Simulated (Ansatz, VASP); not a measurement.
**SnO: VASP beside Ansatz**

INCAR

```
PREC     = Accurate       # precision mode
ENCUT    = 520            # plane-wave cutoff, eV
EDIFF    = 1E-7           # SCF threshold, eV
ISMEAR   = 0              # smearing method
SIGMA    = 0.15           # smearing width, eV
LREAL    = False          # projectors in reciprocal space
LASPH    = True           # aspherical terms in the spheres
NELM     = 60             # most SCF steps
ALGO     = Normal         # electronic algorithm
ISIF     = 2              # what is computed and relaxed
LWAVE    = False          # write WAVECAR
LCHARG   = False          # write CHGCAR
NBANDS   = 28             # bands
```

File KPOINTS:

```
Automatic mesh
0
Gamma
  10 10 8
```

The input POSCAR:

```
SnO
1.0
    3.7657594054      0.0000000000      0.0000000000
    0.0000000000      3.7657594054      0.0000000000
    0.0000000000      0.0000000000      4.7726000000
Sn O
2 2
Direct
    0.0000000000      0.5000000000      0.2455950842
    0.5000000000      0.0000000000      0.7544049158
    0.0000000000      0.0000000000      0.0000000000
    0.5000000000      0.5000000000      0.0000000000
```

Input for Ansatz:

```yaml
crystal:
  lattice:
    - [3.7657594054, 0.0, 0.0]
    - [0.0, 3.7657594054, 0.0]
    - [0.0, 0.0, 4.7726]
  atoms:
    - { symbol: Sn, position: [0.0, 0.5, 0.2455950842] }
    - { symbol: Sn, position: [0.5, 0.0, 0.7544049158] }
    - { symbol: O, position: [0.0, 0.0, 0.0] }
    - { symbol: O, position: [0.5, 0.5, 0.0] }
basis:
  ecutwfc: 520.0
kpoints:
  mp_grid: { grid: [10, 10, 8] }
hamiltonian:
  xc: lda
  pseudopotentials: { kind: paw, azcp: { folder: soft_1 } }
scf:
  occupations: { method: gaussian, width: 0.15 }
output:
  forces: true
  stress: true
  eigenvalues: true
```

Alike in both runs: task single point; functional LDA; k mesh 10 × 10 × 8; occupations gaussian, width 0.15 eV; no spin polarisation.

```csv
,VASP,Ansatz
version,VASP 6.6.1,Ansatz 0.2.0
potentials or method,"VASP PAW LDA potentials, release 64 (Sn_d, O), cutoff 520 eV","scalar-relativistic, plane waves, PAW"
valence electrons in the cell,40,40
```

```csv
,VASP,Ansatz,Ansatz less VASP
gap on the k mesh at the Fermi level (eV),none,none,-
pressure (GPa),-1.7,-2.2,-0.48
"traceless stress, the component that is largest in VASP (GPa)",-1.00,-1.01,-0.014
rms of the force components (eV/Å),0.132,0.187,+0.0551
```

Ansatz warns that its potentials were made for another functional, while VASP's fit it. LDA's correlation is that of Perdew and Zunger in VASP and of Perdew and Wang (1992) in Ansatz. Atom by atom the forces differ by 0.055 eV/Å (rms over components). A gap of «none» marks a metal or a gap that the smearing closes.
